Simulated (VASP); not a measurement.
Here is a VASP 6.6.1 calculation.

POSCAR

```
In3As
1.0
    8.0833106518      0.0000000000      0.0000000000
   -4.0416553259      7.0003523712      0.0000000000
    0.0000000000      0.0000000000      3.8629958458
In As
6 2
Direct
    0.8201324554      0.6402649109      0.2500000000
    0.1798675446      0.8201324554      0.7500000000
    0.3597350891      0.1798675446      0.2500000000
    0.1798675446      0.3597350891      0.7500000000
    0.8201324554      0.1798675446      0.2500000000
    0.6402649109      0.8201324554      0.7500000000
    0.3333333333      0.6666666667      0.2500000000
    0.6666666667      0.3333333333      0.7500000000
```

File INCAR.step1:

```
SYSTEM = In3As
  PREC = Accurate
  ENCUT = 520
  ISMEAR = 0
  SIGMA = 0.1
  LREAL = .FALSE.
  LASPH = .TRUE.
  NELM = 100
  NBANDS = 54
  GGA = PE
  ALGO = Normal
  EDIFF = 1E-4
  LWAVE = .TRUE.
  LCHARG = .FALSE.
```

File INCAR.step2:

```
SYSTEM = In3As
  PREC = Accurate
  ENCUT = 520
  EDIFF = 1E-6
  ISMEAR = 0
  SIGMA = 0.1
  LREAL = .FALSE.
  LASPH = .TRUE.
  NELM = 100
  ALGO = Normal
  ISIF = 2
  LWAVE = .FALSE.
  LCHARG = .TRUE.
  METAGGA = R2SCAN
  LMIXTAU = .TRUE.
  LELF = .TRUE.
  LVHAR = .TRUE.
  NBANDS = 54
  ISTART = 1
```

The input KPOINTS:

```
regular mesh
0
G
  6 6 10
  0 0 0
```

Potentials or basis: VASP PAW PBE potentials, release 64 (In_d, As).

Run with:

```bash
$ cat potpaw_PBE.64/In_d/POTCAR potpaw_PBE.64/As/POTCAR > POTCAR
$ cp INCAR.step1 INCAR
$ mpirun -np 1 vasp_std > vasp.out
$ cp INCAR.step2 INCAR
$ mpirun -np 1 vasp_std > vasp.out
```

Estimate the largest force.

0.012 eV/Å.

What does it give for the pressure?

0.0 GPa.

Forces on the atoms (eV/Å):
```
In   0.000  0.012  0.000
In  -0.011  0.006  0.000
In  -0.011 -0.006  0.000
In   0.000 -0.012  0.000
In   0.011 -0.006  0.000
In   0.011  0.006  0.000
As   0.000  0.000  0.000
As   0.000  0.000  0.000
```

Caveat: the PAW data sets were made with another functional, which shifts forces and pressure a little.
